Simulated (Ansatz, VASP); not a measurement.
One calculation of Ni, two programs

File INCAR:

```
ALGO = Normal
EDIFF = 1E-6
ENCUT = 520
GGA = PE
ISIF = 2
ISMEAR = -1
ISPIN = 2
LASPH = T
LCHARG = T
LELF = T
LMAXMIX = 4
LORBIT = 11
LREAL = F
LVHAR = T
LWAVE = F
MAGMOM = 1.5
NBANDS = 15
NELM = 150
PREC = Accurate
SIGMA = 0.08
```

The input KPOINTS:

```
k-points
0
Gamma
  18 18 18
```

Contents of POSCAR:

```
Ni
1.0
   -1.4193551125      1.4193551125      1.4193551125
    1.4193551125     -1.4193551125      1.4193551125
    1.4193551125      1.4193551125     -1.4193551125
Ni
1
Direct
    0.0000000000      0.0000000000      0.0000000000
```

Input for Ansatz:

```yaml
crystal:
  lattice:
    - [-1.4193551125, 1.4193551125, 1.4193551125]
    - [1.4193551125, -1.4193551125, 1.4193551125]
    - [1.4193551125, 1.4193551125, -1.4193551125]
  atoms:
    - { symbol: Ni, position: [0.0, 0.0, 0.0], spin: 1.5 }
magnetization:
  spin_polarized: true
kpoints:
  mp_grid: { grid: [18, 18, 18] }
scf:
  occupations: { method: fermi_dirac, width: 0.08 }
hamiltonian:
  xc: pbe
  pseudopotentials: { kind: all_electron, lapw: { basis_error: 0.0005 } }
output:
  forces: true
  stress: true
  eigenvalues: true
```

Change from the starting cell: volume scaled by 1.04.

Alike in both runs: task single point; functional PBE; k mesh 18 × 18 × 18; occupations fermi-dirac, width 0.08 eV; collinear spin.

```csv
,VASP,Ansatz
version,VASP 6.6.1,Ansatz 0.2.0
potentials or method,"VASP PAW PBE potentials, release 64 (Ni), cutoff 520 eV","all-electron LAPW, scalar-relativistic"
```

```csv
,VASP,Ansatz,Ansatz less VASP
pressure (GPa),-6.6,-6.8,-0.20
net moment per atom (μB),0.57,0.58,+0.008
size of the moment on the site where the two differ most (μB),0.58,0.61,+0.022
```

Site moments also hang on the region over which each program counts them. Ansatz ran all-electron here, and VASP with PAW potentials.
